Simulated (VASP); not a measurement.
# Mg4Se (Im-3m) in VASP: single point with PBE

Aim: the single point of Mg4Se with PBE.

All numbers are computed with VASP 6.6.1; they aren't measurements. Logs are shortened: lines on timing, memory, paths and dates and some standing lists are left out, and cuts for length are marked.

## 1. The cell of the first run

It takes space group Im-3m (No. 229, cubic). Conventional cell: a = 6.417 Å, b = 6.417 Å, c = 6.417 Å, α = 90.00°, β = 90.00°, γ = 90.00°. Mg (site symmetry -3m) has 2 Se at 2.78 Å and 6 Mg at 3.21 Å within 3.7 Å. Se (site symmetry m-3m) has 8 Mg at 2.78 Å within 3.7 Å.

The cell was built from a structure type or drawn by symmetry, and may not be a known phase.

## 2. Single point, PBE

The input, INCAR:

```
PREC = Accurate ; ENCUT = 600
EDIFF = 1E-6 ; ISMEAR = 0
SIGMA = 0.2 ; LREAL = F
LASPH = T ; NELM = 120
ALGO = Normal ; ISIF = 2
LWAVE = F ; LCHARG = F
GGA = PE ; NBANDS = 15
GGA_COMPAT = F
```

The input, KPOINTS:

```
Automatic mesh
0
Gamma
  4 4 4
```

The input, POSCAR:

```
Mg4Se
1.0
   -3.2084502431      3.2084502431      3.2084502431
    3.2084502431     -3.2084502431      3.2084502431
    3.2084502431      3.2084502431     -3.2084502431
Mg Se
4 1
Direct
    0.0000000000      0.0000000000      0.5000000000
    0.5000000000      0.0000000000      0.0000000000
    0.5000000000      0.5000000000      0.5000000000
    0.0000000000      0.5000000000      0.0000000000
    0.0000000000      0.0000000000      0.0000000000
```

Potentials or basis: VASP PAW PBE potentials, release 64 (Mg, Se).

Launch:

```console
cat potpaw_PBE.64/Mg/POTCAR potpaw_PBE.64/Se/POTCAR > POTCAR
mpirun -np 1 vasp_std > vasp.out
```

OUTCAR:

```text
PREC = Accurate
   ENCUT = 600
   EDIFF = 1E-6
   ISMEAR = 0
   LREAL = F
   LASPH = T
   NELM = 120
   ISIF = 2
   GGA = PE

 ion  position               nearest neighbor table
   1  0.000  0.000  0.500-   5 2.78   5 2.78   4 3.21   2 3.21   3 3.21   4 3.21   2 3.21   3 3.21

   2  0.500  0.000  0.000-   5 2.78   5 2.78   4 3.21   1 3.21   3 3.21   3 3.21   1 3.21   4 3.21

   3  0.500  0.500  0.500-   5 2.78   5 2.78   4 3.21   1 3.21   2 3.21   4 3.21   1 3.21   2 3.21

   4  0.000  0.500  0.000-   5 2.78   5 2.78   3 3.21   1 3.21   2 3.21   1 3.21   3 3.21   2 3.21

   5  0.000  0.000  0.000-   1 2.78   2 2.78   3 2.78   4 2.78   1 2.78   4 2.78   2 2.78   3 2.78

  LATTYP: Found a body centered cubic cell.
 ALAT       =     6.4169004862

  Lattice vectors:

 A1 = (  -3.2084502431,   3.2084502431,   3.2084502431)
 A2 = (   3.2084502431,  -3.2084502431,   3.2084502431)
 A3 = (   3.2084502431,   3.2084502431,  -3.2084502431)

Analysis of symmetry for initial positions (statically):
=====================================================================
 Subroutine PRICEL returns:
 Original cell was already a primitive cell.

 Routine SETGRP: Setting up the symmetry group for a
 body centered cubic supercell.

 Subroutine GETGRP returns: Found 48 space group operations
 (whereof 48 operations were pure point group operations)
 out of a pool of 48 trial point group operations.

The static configuration has the point symmetry O_h .

Analysis of symmetry for dynamics (positions and initial velocities):
=====================================================================
 Subroutine PRICEL returns:
 Original cell was already a primitive cell.

 Routine SETGRP: Setting up the symmetry group for a
 body centered cubic supercell.

 Subroutine GETGRP returns: Found 48 space group operations
 (whereof 48 operations were pure point group operations)
 out of a pool of 48 trial point group operations.

The dynamic configuration has the point symmetry O_h .

 Subroutine INISYM returns: Found 48 space group operations
 (whereof 48 operations are pure point group operations),
 and found     1 'primitive' translations

----------------------------------------------------------------------------------------

                                     Primitive cell

  volume of cell :     132.1131

  direct lattice vectors                    reciprocal lattice vectors
    -3.208450243  3.208450243  3.208450243     0.000000000  0.155838477  0.155838477
     3.208450243 -3.208450243  3.208450243     0.155838477  0.000000000  0.155838477
     3.208450243  3.208450243 -3.208450243     0.155838477  0.155838477  0.000000000

  length of vectors
     5.557198835  5.557198835  5.557198835     0.220388888  0.220388888  0.220388888

  position of ions in fractional coordinates (direct lattice)
     0.000000000  0.000000000  0.500000000
     0.500000000  0.000000000  0.000000000
     0.500000000  0.500000000  0.500000000
     0.000000000  0.500000000  0.000000000
     0.000000000  0.000000000  0.000000000

  ion indices of the primitive-cell ions
   primitive index   ion index
                 1           1
                 2           2
                 3           3
                 4           4
                 5           5

----------------------------------------------------------------------------------------

 KPOINTS: Automatic mesh

Automatic generation of k-mesh.
 Grid dimensions read from file:
 generate k-points for:    4    4    4

 Generating k-lattice:

  Cartesian coordinates                     Fractional coordinates (reciprocal lattice)
     0.000000000  0.038959619  0.038959619     0.250000000  0.000000000  0.000000000
     0.038959619  0.000000000  0.038959619     0.000000000  0.250000000  0.000000000
     0.038959619  0.038959619  0.000000000     0.000000000  0.000000000  0.250000000

  Length of vectors
     0.055097222  0.055097222  0.055097222

  Shift w.r.t. Gamma in fractional coordinates (k-lattice)
     0.000000000  0.000000000  0.000000000

 Subroutine IBZKPT returns following result:
 ===========================================

 Found      8 irreducible k-points:

 Following reciprocal coordinates:
            Coordinates               Weight
  0.000000  0.000000  0.000000      1.000000
  0.250000  0.000000  0.000000     12.000000
  0.500000  0.000000  0.000000      6.000000
  0.250000  0.250000  0.000000     24.000000
  0.250000  0.250000  0.250000      2.000000
 -0.250000  0.250000  0.250000      6.000000
  0.500000  0.500000  0.250000     12.000000
  0.500000  0.500000  0.500000      1.000000
   k-points           NKPTS =      8   k-points in BZ     NKDIM =      8   number of bands    NBANDS=     15
   number of dos      NEDOS =    301   number of ions     NIONS =      5
   total plane-waves  NPLWV = 110592
   dimension x,y,z NGX =    48 NGY =   48 NGZ =   48
   dimension x,y,z NGXF=    96 NGYF=   96 NGZF=   96
   ions per type =               4   1
   NGX,Y,Z   is equivalent  to a cutoff of  14.36, 14.36, 14.36 a.u.
   NGXF,Y,Z  is equivalent  to a cutoff of  28.72, 28.72, 28.72 a.u.
 SYSTEM =  unknown system
   PREC   = accura    normal or accurate (medium, high low for compatibility)
   ISTART =      0    job   : 0-new  1-cont  2-samecut
   ICHARG =      2    charge: 1-file 2-atom 10-const
   ISPIN  =      1    spin polarized calculation?
   LNONCOLLINEAR =      F non collinear calculations
   LSORBIT =      F    spin-orbit coupling
   LASPH  =      T    aspherical Exc in radial PAW
   ENCUT  =  600.0 eV  44.10 Ry    6.64 a.u.  11.10 11.10 11.10*2*pi/ulx,y,z
   NELM   =    120;   NELMIN=  2; NELMDL= -5     # of ELM steps
   EDIFF  = 0.1E-05   stopping-criterion for ELM
   LREAL  =      F    real-space projection
[... 7 lines left out ...]
   TEBEG  =    0.0;   TEEND  =   0.0 temperature during run
   PSTRESS=    0.0 pullay stress
   NELECT =      14.0000    total number of electrons
   NUPDOWN=      -1.0000    fix difference up-down
   EMIN   =  10.00;   EMAX   =-10.00  energy-range for DOS
   EFERMI =   0.00;   METHOD = LEGACY
   ISMEAR =     0;   SIGMA  =   0.20  broadening in eV -4-tet -1-fermi 0-gaus
   EFERMI_NEDOS =   21; number of points for ismear=-14 and -15
   IALGO  =     38    algorithm
   IMIX   =      4    mixing-type and parameters
     AMIX     =   0.40;   BMIX     =  1.00
     AMIX_MAG =   1.60;   BMIX_MAG =  1.00
  volume/ion in A,a.u.               =      26.42       178.31
  Fermi-wavevector in a.u.,A,eV,Ry     =   0.774704  1.463977  8.165748  0.600166
  Thomas-Fermi vector in A             =   1.876816
   LORBIT       =      0    0 simple, 1 ext, 2 COOP (PROOUT), +10 PAW based schemes
   GGA     = PE    functional components
   LHFCALC =     F    Hartree Fock is set to
   AEXX    =    0.0000 exact exchange contribution
   IVDW    =     0    specifies the selected vdW correction
   LEPSILON=     F    determine dielectric tensor
   LRPA    =     F    only Hartree local field effects (RPA)
 non-spin polarized calculation
 Gauss-broadening in eV      SIGMA  =   0.20
  energy-cutoff  :      600.00
  volume of cell :      132.11
 maximum number of plane-waves:      4429
 NGX is ok and might be reduce to    48
   NGX = 23   NGY = 23   NGZ = 23

 number of electron      14.0000001 magnetization

 Free energy of the ion-electron system (eV)
  ---------------------------------------------------
  ext. energy  EPLUGINS =         0.00000000
  ---------------------------------------------------
  free energy    TOTEN  =        -9.60430604 eV

  energy without entropy =       -9.55804468  energy(sigma->0) =       -9.58117536

 E-fermi :   2.1696     XC(G=0):  -8.1872

 val. band max:        2.1275765210   @ k =   0.2500   0.2500   0.2500
 cond. band min:       2.2204819320   @ k =   0.5000   0.5000   0.2500
 fundamental gap:      0.0929054110
 Fermi energy:         2.1695664734

 k-point     1 :       0.0000    0.0000    0.0000
  band No.  band energies     occupation
      1     -11.7502      2.00000
      2      -2.1775      2.00000
      3      -2.1775      2.00000
      4      -2.1775      2.00000
      5      -1.8566      2.00000
      6       2.8948      0.00000
      7       2.8948      0.00000
      8       2.8948      0.00000
      9       3.4341      0.00000
     10       3.4341      0.00000
     11       3.4341      0.00000
     12       4.6606      0.00000
     13       4.6606      0.00000
     14       7.7471      0.00000
     15       7.7471      0.00000

 k-point     2 :       0.2500    0.0000    0.0000
  band No.  band energies     occupation
      1     -11.7142      2.00000
      2      -3.0963      2.00000
      3      -2.3691      2.00000
      4      -2.1856      2.00000
      5      -0.6692      2.00000
      6       1.7045      1.99899
      7       1.8425      1.97926
      8       3.1877      0.00000
      9       3.7670      0.00000
     10       4.0340      0.00000
     11       5.2904      0.00000
     12       5.7961      0.00000
     13       5.7993      0.00000
     14       6.0236      0.00000
     15       7.1121      0.00000
[... 77 lines left out ...]
      3      -2.8011      2.00000
      4      -2.7033      2.00000
      5       0.7212      2.00000
      6       1.2349      2.00000
      7       1.8457      1.97800
      8       2.2205      0.71883
      9       3.5967      0.00000
     10       5.0688      0.00000
     11       5.2925      0.00000
     12       5.4881      0.00000
     13       6.8298      0.00000
     14       8.0349      0.00000
     15       8.4347      0.00000

 k-point     8 :       0.5000    0.5000    0.5000
  band No.  band energies     occupation
      1     -11.6226      2.00000
      2      -3.0176      2.00000
      3      -3.0176      2.00000
      4      -3.0176      2.00000
      5       0.5658      2.00000
      6       0.5658      2.00000
      7       3.1875      0.00000
      8       3.1875      0.00000
      9       3.1875      0.00000
     10       4.7733      0.00000
     11       5.1424      0.00000
     12       5.1424      0.00000
     13       5.1424      0.00000
     14       8.3799      0.00000
     15      10.0878      0.00000

------------------------ aborting loop because EDIFF is reached ----------------------------------------

  FORCE on cell =-STRESS in cart. coord.  units (eV):
  Direction    XX          YY          ZZ          XY          YZ          ZX
  --------------------------------------------------------------------------------------
  -------------------------------------------------------------------------------------
  Total       -0.0260805     -0.0260805     -0.0260805      0.0000000      0.0000000     -0.0000000
  in kB       -0.3162870     -0.3162870     -0.3162870      0.0000000      0.0000000     -0.0000000
  external PRESSURE =      -0.3162870 kB  Pullay stress =       0.0000000 kB

 VOLUME and BASIS-vectors are now :
 -----------------------------------------------------------------------------
  energy-cutoff  :      600.00
  volume of cell :      132.11
      direct lattice vectors                 reciprocal lattice vectors
    -3.208450243  3.208450243  3.208450243     0.000000000  0.155838477  0.155838477
     3.208450243 -3.208450243  3.208450243     0.155838477  0.000000000  0.155838477
     3.208450243  3.208450243 -3.208450243     0.155838477  0.155838477  0.000000000

 POSITION                                       TOTAL-FORCE (eV/Angst)
 -----------------------------------------------------------------------------------
      1.60423      1.60423     -1.60423         0.000000     -0.000000     -0.000000
     -1.60423      1.60423      1.60423         0.000000      0.000000      0.000000
      1.60423      1.60423      1.60423        -0.000000     -0.000000     -0.000000
      1.60423     -1.60423      1.60423        -0.000000     -0.000000     -0.000000
      0.00000      0.00000      0.00000         0.000000     -0.000000     -0.000000
 -----------------------------------------------------------------------------------
    total drift:                               -0.000000      0.000000      0.000000

  FREE ENERGIE OF THE ION-ELECTRON SYSTEM (eV)
  ---------------------------------------------------
  free  energy   TOTEN  =        -9.6043060417 eV

  energy  without entropy=       -9.5580446826  energy(sigma->0) =       -9.58117536
```

Wall time 33 s (1 thread of Intel Xeon Platinum 8488C (Sapphire Rapids), shared host); peak memory 0.31 GiB.

Results:

```yaml
Free_energy: -9.6043 eV
Pressure: 0.0 GPa
Band_gap_on_the_k_mesh: zero (bands 7 and 8 overlap by 1.06 eV)
```
